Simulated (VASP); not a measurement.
A run of VASP 6.6.1 is set up as follows.

File INCAR:

```
SYSTEM = Lu
  PREC = Accurate
  ENCUT = 520
  EDIFF = 1E-6
  ISMEAR = -1
  SIGMA = 0.1
  LREAL = .FALSE.
  LASPH = .TRUE.
  NELM = 100
  ALGO = Normal
  ISIF = 2
  LWAVE = .FALSE.
  LCHARG = .TRUE.
  GGA = CA
  LELF = .TRUE.
  LVHAR = .TRUE.
  NBANDS = 18
```

KPOINTS

```
Automatic mesh
0
G
  13 13 13
  0 0 0
```

Contents of POSCAR:

```
Lu
1.0
    0.0000000000      2.2422724846      2.2422724846
    2.2422724846      0.0000000000      2.2422724846
    2.2422724846      2.2422724846      0.0000000000
Lu
1
Direct
    0.0000000000      0.0000000000      0.0000000000
```

Potentials or basis: VASP PAW PBE potentials, release 64 (Lu).

Launch:

```console
$ cat potpaw_PBE.64/Lu/POTCAR > POTCAR
$ mpirun -np 1 vasp_std > vasp.out
```

Task: What does it give for the pressure?

Result: 8.8 GPa.

Caveat: the PAW data sets were made with another functional, which shifts forces and pressure a little.
